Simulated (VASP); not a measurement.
Write the native input for VASP 6.6.1 that does the following.

* Task: single point
* Functional: PBEsol
* Potentials or basis: VASP PAW PBE potentials, release 64 (Ge_d)
* Cutoff: 520 eV
* k mesh: 7 × 7 × 7
* Occupations: methfessel-paxton, width 0.05 eV
* Spin: no spin polarisation
* Dipole correction: no
* Further INCAR settings: ALGO = Normal; EDIFF = 1e-06; NBANDS = 13

The structure of Ge lies in POSCAR:

```
Ge
1.0
    2.9520690000      0.0000000000      0.0000000000
   -1.6295889250      2.4615343419      0.0000000000
    0.0000000000      0.0000000000      2.6982310000
Ge
1
Direct
    0.5000000000      0.5000000000      0.0000000000
```

The input as run:

INCAR

```
SYSTEM = Ge
  ALGO = Normal
  EDIFF = 1E-6
  ENCUT = 520
  GGA = PS
  ISIF = 2
  ISMEAR = 1
  LASPH = .TRUE.
  LCHARG = .FALSE.
  LREAL = .FALSE.
  LWAVE = .FALSE.
  NBANDS = 13
  NELM = 80
  PREC = Accurate
  SIGMA = 0.05
```

KPOINTS

```
k-points
0
G
  7 7 7
  0 0 0
```

Potentials or basis: VASP PAW PBE potentials, release 64 (Ge_d).

Run with:

```console
$ cat potpaw_PBE.64/Ge_d/POTCAR > POTCAR
$ mpirun -np 1 vasp_std > vasp.out
```

Results of the run:

| Quantity | Value |
| --- | --- |
| Pressure | -4.7 GPa |
| Band gap on the k mesh | zero (band 7 reaches 12.73 eV, above the bottom of band 8 at 4.17 eV) |

Caveat: the k points lie up to 0.36 Å⁻¹ apart; the PAW data sets were made with another functional, which shifts forces and pressure a little.

Run time: 5.3 s on 1 thread of Intel(R) Xeon(R) Platinum 8488C (Sapphire Rapids), on a shared host, peak memory 0.14 GiB.
